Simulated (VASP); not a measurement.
# AgI (F-43m) in VASP: a series of runs

Runs on AgI. Level: LDA. Tasks: single point.

Program: VASP 6.6.1. These are calculated values, not measurements. Logs are shortened: lines on timing, memory, paths and dates and some standing lists are left out, and cuts for length are marked.

## Step 1: The cell of the first run

Symmetry: F-43m, No. 216, cubic system. Conventional cell: a = 6.348 Å, b = 6.348 Å, c = 6.348 Å, α = 90.00°, β = 90.00°, γ = 90.00°. Within 3.6 Å of Ag (site symmetry -43m) lie 4 I at 2.75 Å. I (site symmetry -43m) has 4 Ag at 2.75 Å within 3.6 Å.

## Step 2: Single point, LDA

The input, INCAR:

```
SYSTEM = AgI
PREC = Accurate
ENCUT = 500
EDIFF = 1E-6
ISMEAR = -1
SIGMA = 0.02
LREAL = .False.
LASPH = .True.
NELM = 120
ALGO = Normal
ISIF = 2
LWAVE = .False.
LCHARG = .False.
GGA = CA
NBANDS = 16
GGA_COMPAT = .False.
```

The input, KPOINTS:

```
Automatic mesh
0
Gamma
  8 8 8
  0 0 0
```

The input, POSCAR:

```
AgI
1.0
    0.0000000000      3.1740116387      3.1740116387
    3.1740116387      0.0000000000      3.1740116387
    3.1740116387      3.1740116387      0.0000000000
Ag I
1 1
Direct
    0.0000000000      0.0000000000      0.0000000000
    0.2500000000      0.2500000000      0.2500000000
```

Potentials or basis: VASP PAW LDA potentials, release 64 (Ag, I).

The run is started by

```console
> cat potpaw_LDA.64/Ag/POTCAR potpaw_LDA.64/I/POTCAR > POTCAR
> mpirun -np 1 vasp_std > vasp.out
```

OUTCAR:

```text
SYSTEM = AgI
   PREC = Accurate
   ENCUT = 500
   EDIFF = 1E-6
   ISMEAR = -1
   LREAL = .False.
   LASPH = .True.
   NELM = 120
   ISIF = 2
   GGA = CA

 ion  position               nearest neighbor table
   1  0.000  0.000  0.000-   2 2.75   2 2.75   2 2.75   2 2.75
   2  0.250  0.250  0.250-   1 2.75   1 2.75   1 2.75   1 2.75

  LATTYP: Found a face centered cubic cell.
 ALAT       =     6.3480232774

  Lattice vectors:

 A1 = (   0.0000000000,   3.1740116387,   3.1740116387)
 A2 = (   3.1740116387,   0.0000000000,   3.1740116387)
 A3 = (   3.1740116387,   3.1740116387,   0.0000000000)

Analysis of symmetry for initial positions (statically):
=====================================================================
 Subroutine PRICEL returns:
 Original cell was already a primitive cell.

 Routine SETGRP: Setting up the symmetry group for a
 face centered cubic supercell.

 Subroutine GETGRP returns: Found 24 space group operations
 (whereof 24 operations were pure point group operations)
 out of a pool of 48 trial point group operations.

The static configuration has the point symmetry T_d .

Analysis of symmetry for dynamics (positions and initial velocities):
=====================================================================
 Subroutine PRICEL returns:
 Original cell was already a primitive cell.

 Routine SETGRP: Setting up the symmetry group for a
 face centered cubic supercell.

 Subroutine GETGRP returns: Found 24 space group operations
 (whereof 24 operations were pure point group operations)
 out of a pool of 48 trial point group operations.

The dynamic configuration has the point symmetry T_d .

 Subroutine INISYM returns: Found 24 space group operations
 (whereof 24 operations are pure point group operations),
 and found     1 'primitive' translations

----------------------------------------------------------------------------------------

                                     Primitive cell

  volume of cell :      63.9522

  direct lattice vectors                    reciprocal lattice vectors
     0.000000000  3.174011639  3.174011639    -0.157529353  0.157529353  0.157529353
     3.174011639  0.000000000  3.174011639     0.157529353 -0.157529353  0.157529353
     3.174011639  3.174011639  0.000000000     0.157529353  0.157529353 -0.157529353
[... 74 lines left out ...]
 SYSTEM =  AgI
   PREC   = accura    normal or accurate (medium, high low for compatibility)
   ISTART =      0    job   : 0-new  1-cont  2-samecut
   ICHARG =      2    charge: 1-file 2-atom 10-const
   ISPIN  =      1    spin polarized calculation?
   LNONCOLLINEAR =      F non collinear calculations
   LSORBIT =      F    spin-orbit coupling
   LASPH  =      T    aspherical Exc in radial PAW
   ENCUT  =  500.0 eV  36.75 Ry    6.06 a.u.   8.18  8.18  8.18*2*pi/ulx,y,z
   NELM   =    120;   NELMIN=  2; NELMDL= -5     # of ELM steps
   EDIFF  = 0.1E-05   stopping-criterion for ELM
   LREAL  =      F    real-space projection
   EDIFFG = 0.1E-04   stopping-criterion for IOM
   NSW    =      0    number of steps for IOM
   IBRION =     -1    ionic relax: 0-MD 1-quasi-New 2-CG
   NFREE  =      0    steps in history (QN), initial steepest desc. (CG)
   ISIF   =      2    stress and relaxation
   ISYM   =      2    0-nonsym 1-usesym 2-fastsym
   POTIM  = 0.5000    time-step for ionic-motion
   TEBEG  =    0.0;   TEEND  =   0.0 temperature during run
   PSTRESS=    0.0 pullay stress
   NELECT =      18.0000    total number of electrons
   NUPDOWN=      -1.0000    fix difference up-down
   EMIN   =  10.00;   EMAX   =-10.00  energy-range for DOS
   EFERMI =   0.00;   METHOD = LEGACY
   ISMEAR =    -1;   SIGMA  =   0.02  broadening in eV -4-tet -1-fermi 0-gaus
   EFERMI_NEDOS =   21; number of points for ismear=-14 and -15
   IALGO  =     38    algorithm
   IMIX   =      4    mixing-type and parameters
     AMIX     =   0.40;   BMIX     =  1.00
     AMIX_MAG =   1.60;   BMIX_MAG =  1.00
  volume/ion in A,a.u.               =      31.98       215.79
  Fermi-wavevector in a.u.,A,eV,Ry     =   1.072870  2.027431 15.660990  1.151050
  Thomas-Fermi vector in A             =   2.208653
   LORBIT       =      0    0 simple, 1 ext, 2 COOP (PROOUT), +10 PAW based schemes
   GGA     = CA    functional components
   LHFCALC =     F    Hartree Fock is set to
   AEXX    =    0.0000 exact exchange contribution
   IVDW    =     0    specifies the selected vdW correction
   LEPSILON=     F    determine dielectric tensor
   LRPA    =     F    only Hartree local field effects (RPA)
 non-spin polarized calculation
  energy-cutoff  :      500.00
  volume of cell :       63.95
 maximum number of plane-waves:      1639
 NGX is ok and might be reduce to    36
   NGX = 17   NGY = 17   NGZ = 17

 number of electron      18.0000002 magnetization

 Free energy of the ion-electron system (eV)
  ---------------------------------------------------
  ext. energy  EPLUGINS =         0.00000000
  ---------------------------------------------------
  free energy    TOTEN  =        -6.12346472 eV

  energy without entropy =       -6.12346472  energy(sigma->0) =       -6.12346472

 E-fermi :   4.1656     XC(G=0):  -9.1612

 val. band max:        3.7140957661   @ k =   0.0000   0.0000   0.0000
 cond. band min:       4.8067637700   @ k =   0.0000   0.0000   0.0000
 fundamental gap:      1.0926680038
 Fermi energy:         4.1656442578

 k-point     1 :       0.0000    0.0000    0.0000
  band No.  band energies     occupation
      1      -9.5456      2.00000
      2      -0.9805      2.00000
      3      -0.9805      2.00000
      4      -0.9805      2.00000
      5       0.2697      2.00000
      6       0.2697      2.00000
[... 433 lines left out ...]
      3      -0.8005      2.00000
      4      -0.6021      2.00000
      5       0.2245      2.00000
      6       0.3175      2.00000
[... 8 lines left out ...]
     15      14.2889      0.00000
     16      15.0619      0.00000

 [... further k-points ...]
[... 5 lines left out ...]
  --------------------------------------------------------------------------------------
  -------------------------------------------------------------------------------------
  Total        0.0068688      0.0068688      0.0068688      0.0000000      0.0000000     -0.0000000
  in kB        0.1720811      0.1720811      0.1720811      0.0000000      0.0000000     -0.0000000
  external PRESSURE =       0.1720811 kB  Pullay stress =       0.0000000 kB

 VOLUME and BASIS-vectors are now :
 -----------------------------------------------------------------------------
  energy-cutoff  :      500.00
  volume of cell :       63.95
      direct lattice vectors                 reciprocal lattice vectors
     0.000000000  3.174011639  3.174011639    -0.157529353  0.157529353  0.157529353
     3.174011639  0.000000000  3.174011639     0.157529353 -0.157529353  0.157529353
     3.174011639  3.174011639  0.000000000     0.157529353  0.157529353 -0.157529353

 POSITION                                       TOTAL-FORCE (eV/Angst)
 -----------------------------------------------------------------------------------
      0.00000      0.00000      0.00000        -0.000000     -0.000000     -0.000000
      1.58701      1.58701      1.58701         0.000000      0.000000      0.000000
 -----------------------------------------------------------------------------------
    total drift:                               -0.000000     -0.000000     -0.000000

  FREE ENERGIE OF THE ION-ELECTRON SYSTEM (eV)
  ---------------------------------------------------
  free  energy   TOTEN  =        -6.1234647201 eV

  energy  without entropy=       -6.1234647201  energy(sigma->0) =       -6.12346472
```

stdout:

```text
POSCAR found type information on POSCAR AgI
 POSCAR found :  2 types and       2 ions
 scaLAPACK will be used
 LDA part: xc-table for (Slater(with rela. corr.)+CA(PZ))
 , standard interpolation
 POSCAR, INCAR and KPOINTS ok, starting setup
 FFT: planning ... GRIDC
 FFT: planning ... GRID_SOFT
 FFT: planning ... GRID
 WAVECAR not read
 entering main loop
```

Run time: 46 s. Hardware: 1 thread of AMD EPYC 7R13, shared host; peak memory 0.15 GiB.

Results:

| Quantity | Value |
| --- | --- |
| Free energy | -6.1235 eV |
| Pressure | 0.0 GPa |
| Band gap on the k mesh | 1.09 eV, direct |

Caveat: spin-orbit coupling is left out, which moves the levels of the heavy elements. As with any semilocal functional, this LDA gap is likely too small.

## Step 3: Single point, LDA

The input, INCAR:

```
ALGO = Normal
EDIFF = 1E-6
ENCUT = 500
GGA_COMPAT = F
ISIF = 2
ISMEAR = -1
LASPH = T
LCHARG = F
LREAL = F
LWAVE = F
NBANDS = 16
NELM = 120
PREC = Accurate
SIGMA = 0.02
```

The input, KPOINTS:

```
k-points
0
Gamma
  8 8 8
```

The input, POSCAR:

```
AgI
1.0
    0.0000000000      3.1740116422      3.1740116422
    3.1740116422      0.0000000000      3.1740116422
    3.1740116422      3.1740116422      0.0000000000
Ag I
1 1
Direct
    0.0000000000      0.0000000000      0.0000000000
    0.2500000000      0.2500000000      0.2500000000
```

Potentials or basis: VASP PAW LDA potentials, release 64 (Ag, I).

The run is started by

```console
> cat potpaw_LDA.64/Ag/POTCAR potpaw_LDA.64/I/POTCAR > POTCAR
> mpirun -np 1 vasp_std > vasp.out
```

It took 29 s on 1 thread of AMD EPYC 7R43 (Zen 3), shared host; peak memory 0.14 GiB.

It converged, with:

```
Free energy            : -6.1235 eV
Pressure               : 0.0 GPa
Band gap on the k mesh : 1.09 eV, direct
```

Levels at points of the mesh, in eV from the valence-band top:
| k point | band 6 | band 7 | band 8 | band 9 | band 10 | band 11 | band 12 | band 13 |
| --- | --- | --- | --- | --- | --- | --- | --- | --- |
| (0.00, 0.00, 0.00) | -3.44 | 0.00 | 0.00 | 0.00 | 1.09 | 5.51 | 5.51 | 5.51 |
| (0.50, 0.00, 0.00) | -3.41 | -3.27 | -0.84 | -0.84 | 2.53 | 6.03 | 6.03 | 7.07 |
| (0.50, 0.50, 0.00) | -3.31 | -2.93 | -2.05 | -2.05 | 3.23 | 3.67 | 8.51 | 9.72 |

Caveat: spin-orbit coupling is left out, which moves the levels of the heavy elements.
